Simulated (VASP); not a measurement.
# ZrS (Fm-3m) in VASP: further runs, part 2 of 2

VASP 6.6.1. Earlier steps stand in the parts before.

### 4 Relaxation of cell and atoms, PBEsol

This run uses another cell than the first one, of 18.09 Å³/atom, 1.049 times its volume.

INCAR reads:

```
SYSTEM = ZrS
PREC     = Accurate       ! precision mode
ENCUT    = 600            ! plane-wave cutoff, eV
EDIFF    = 1E-6           ! SCF threshold, eV
ISMEAR   = 0              ! smearing method
SIGMA    = 0.1            ! smearing width, eV
LREAL    = .FALSE.        ! projectors in reciprocal space
LASPH    = .TRUE.         ! aspherical terms in the spheres
NELM     = 80             ! most SCF steps
ALGO     = Normal         ! electronic algorithm
ISIF     = 3              ! what is computed and relaxed
LWAVE    = .FALSE.        ! write WAVECAR
LCHARG   = .FALSE.        ! write CHGCAR
GGA      = PS             ! functional
IBRION   = 2              ! ionic algorithm
NSW      = 80             ! ionic steps
EDIFFG   = -0.01          ! ionic threshold
```

KPOINTS reads:

```
Automatic mesh
0
G
  14 14 14
  0 0 0
```

POSCAR reads:

```
ZrS
1.0
    0.0000000000      2.6250000000      2.6250000000
    2.6250000000      0.0000000000      2.6250000000
    2.6250000000      2.6250000000      0.0000000000
Zr S
1 1
Direct
    0.0000000000      0.0000000000      0.0000000000
    0.5000000000      0.5000000000      0.5000000000
```

Potentials or basis: VASP PAW PBE potentials, release 64 (Zr_sv, S).

The run is started by

```bash
> cat potpaw_PBE.64/Zr_sv/POTCAR potpaw_PBE.64/S/POTCAR > POTCAR
> mpirun -np 1 vasp_std > vasp.out
```

OUTCAR:

```text
SYSTEM = ZrS
   PREC = Accurate
   ENCUT = 600
   EDIFF = 1E-6
   ISMEAR = 0
   LREAL = .FALSE.
   LASPH = .TRUE.
   NELM = 80
   ISIF = 3
   GGA = PS
   IBRION = 2
   NSW = 80
   EDIFFG = -0.01

 ion  position               nearest neighbor table
   1  0.000  0.000  0.000-   2 2.62   2 2.62   2 2.62   2 2.62   2 2.62   2 2.62
   2  0.500  0.500  0.500-   1 2.62   1 2.62   1 2.62   1 2.62   1 2.62   1 2.62

  LATTYP: Found a face centered cubic cell.
 ALAT       =     5.2500000000

  Lattice vectors:

 A1 = (   0.0000000000,   2.6250000000,   2.6250000000)
 A2 = (   2.6250000000,   0.0000000000,   2.6250000000)
 A3 = (   2.6250000000,   2.6250000000,   0.0000000000)

Analysis of symmetry for initial positions (statically):
=====================================================================
 Subroutine PRICEL returns:
 Original cell was already a primitive cell.

 Routine SETGRP: Setting up the symmetry group for a
 face centered cubic supercell.

 Subroutine GETGRP returns: Found 48 space group operations
 (whereof 48 operations were pure point group operations)
 out of a pool of 48 trial point group operations.

The static configuration has the point symmetry O_h .

Analysis of symmetry for dynamics (positions and initial velocities):
=====================================================================
 Subroutine PRICEL returns:
[... 233 lines left out ...]
 Free energy of the ion-electron system (eV)
  ---------------------------------------------------
  ext. energy  EPLUGINS =         0.00000000
  ---------------------------------------------------
  free energy    TOTEN  =       -16.51338959 eV

  energy without entropy =      -16.50613508  energy(sigma->0) =      -16.50976234

 E-fermi :  11.1882     XC(G=0): -11.6825

 val. band max:       11.1817616624   @ k =  -0.2857   0.0714   0.0000
 cond. band min:      11.2049144878   @ k =   0.2857   0.0000   0.0000
 fundamental gap:      0.0231528254
 Fermi energy:        11.1881647925

 k-point     1 :       0.0000    0.0000    0.0000
  band No.  band energies     occupation
      1     -38.6014      2.00000
      2     -16.6009      2.00000
      3     -16.6009      2.00000
      4     -16.6009      2.00000
      5      -4.8478      2.00000
      6       7.6611      2.00000
      7       7.6611      2.00000
      8       7.6611      2.00000
      9       9.7164      2.00000
     10       9.7164      2.00000
     11       9.7164      2.00000
     12      10.4416      2.00000
     13      10.4416      2.00000
[... 354 lines left out ...]
  band No.  band energies     occupation
      1     -38.5817      2.00000
      2     -16.8086      2.00000
      3     -16.6477      2.00000
      4     -16.6408      2.00000
      5      -4.0436      2.00000
      6       4.5443      2.00000
      7       6.0984      2.00000
      8       6.3678      2.00000
      9       9.4043      2.00000
     10      11.4068      0.00199
     11      11.8676      0.00000
     12      12.5433      0.00000
     13      13.6127      0.00000

 [... further k-points ...]

------------------------ aborting loop because EDIFF is reached ----------------------------------------

  FORCE on cell =-STRESS in cart. coord.  units (eV):
  Direction    XX          YY          ZZ          XY          YZ          ZX
  --------------------------------------------------------------------------------------
  -------------------------------------------------------------------------------------
  Total       -0.0183612     -0.0183612     -0.0183612     -0.0000000     -0.0000000      0.0000000
  in kB       -0.8514516     -0.8514516     -0.8514516     -0.0000000     -0.0000000      0.0000000
  external PRESSURE =      -0.8514516 kB  Pullay stress =       0.0000000 kB
[... 17 lines left out ...]
  FREE ENERGIE OF THE ION-ELECTRON SYSTEM (eV)
  ---------------------------------------------------
  free  energy   TOTEN  =       -16.5133895918 eV

  energy  without entropy=      -16.5061350834  energy(sigma->0) =      -16.50976234

 reached required accuracy - stopping structural energy minimisation
```

OSZICAR:

```text
N       E                     dE             d eps       ncg     rms          rms(c)
DAV:   1     0.141830200938E+03    0.14183E+03   -0.10521E+04  2704   0.150E+03
DAV:   2    -0.991863737814E+01   -0.15175E+03   -0.14706E+03  3259   0.343E+02
DAV:   3    -0.171371080767E+02   -0.72185E+01   -0.70989E+01  4271   0.677E+01
[... 25 lines left out ...]
DAV:   4    -0.165087419214E+02   -0.52939E-02   -0.10555E-02  3289   0.103E+00    0.457E-01
DAV:   5    -0.165125149300E+02   -0.37730E-02   -0.65737E-03  3826   0.510E-01    0.249E-01
DAV:   6    -0.165133801317E+02   -0.86520E-03   -0.13462E-03  4541   0.244E-01    0.537E-02
DAV:   7    -0.165133946573E+02   -0.14526E-04   -0.45776E-05  3363   0.523E-02    0.343E-02
DAV:   8    -0.165133888161E+02    0.58412E-05   -0.18538E-05  3374   0.499E-02    0.650E-03
DAV:   9    -0.165133895918E+02   -0.77571E-06   -0.71866E-07  1786   0.684E-03
   3 F= -.16513390E+02 E0= -.16509762E+02  d E =-.332620E-01
```

CONTCAR:

```text
ZrS
   1.00000000000000
    -0.0000000000000000    2.5850778689382929    2.5850778689382934
     2.5850778689382929   -0.0000000000000000    2.5850778689382934
     2.5850778689382929    2.5850778689382929    0.0000000000000000
  Zr              S
     1     1
Direct
     0.0000000000000000    0.0000000000000000    0.0000000000000000
     0.5000000000000000    0.5000000000000000    0.5000000000000000

  0.00000000E+00  0.00000000E+00  0.00000000E+00
  0.00000000E+00  0.00000000E+00  0.00000000E+00
```

Wall time 2.6 min (1 thread of Intel Xeon 6975P-C, shared host); peak memory 0.23 GiB.

What came out:

- Free energy: -16.5134 eV
- Relaxed volume: 17.28 Å³/atom
- Relaxed cell: a = 3.656 Å, b = 3.656 Å, c = 3.656 Å, α = 60.00°, β = 60.00°, γ = 60.00°
- Space group after relaxing (to 0.05 Å): Fm-3m (No. 225)
- Energy gained by relaxing: 16.6 meV/atom
- Ionic steps: 3
- Pressure after relaxing: -0.1 GPa

The path:
| step | energy change (eV) | largest force (eV/Å) | pressure (GPa) | volume (Å³) |
| --- | --- | --- | --- | --- |
| 1 | 0.0000 | 0.0000 | -6.21 | 36.18 |
| 2 | 0.0202 | 0.0000 | 9.49 | 32.63 |
| 3 | -0.0333 | 0.0000 | -0.09 | 34.55 |

Final structure:
```
CELL_PARAMETERS angstrom
0.00000 2.58508 2.58508
2.58508 0.00000 2.58508
2.58508 2.58508 0.00000
ATOMIC_POSITIONS crystal
Zr 0.00000 0.00000 0.00000
S 0.50000 0.50000 0.50000
```

Levels at points of the mesh, in eV from the Fermi level:
```
           k point  band 7  band 8  band 9  band 10  band 11  band 12
(0.00, 0.00, 0.00)   -3.53   -3.53   -1.47    -1.47    -1.47    -0.75
(0.50, 0.00, 0.00)   -6.15   -6.15    1.57     1.57     1.91     1.93
(0.50, 0.50, 0.00)   -4.49   -4.49   -3.68     0.52     2.54     2.54
```

Caveat: the bands computed are all filled at some k points, so no gap is given; the PAW data sets were made with another functional, which shifts forces and pressure a little.

### 5 The runs side by side

```tsv
task	level	cell	cutoff (eV)	gap on the mesh (eV)	pressure (GPa)
single point	PBEsol	a = 3.653 Å, angles 60.0°, 2 atoms	520	none	0.2
single point	r2SCAN	a = 3.695 Å, angles 60.0°, 2 atoms	520	none	0.0
relaxation of cell and atoms	PBEsol	relaxed from a = 3.712 Å, angles 60.0°, 2 atoms	600	-	-0.1
```

Alike in all rows: potentials or basis VASP PAW PBE potentials, release 64 (Zr_sv, S); no spin polarisation; k mesh 14 × 14 × 14; smearing gaussian 0.1 eV.

Caveats: the PAW data sets were made with another functional, which shifts forces and pressure a little; the bands computed are all filled at some k points, so no gap is given (some runs).

Total energies depend on the potentials used, so only differences within one code and one set of settings carry meaning.
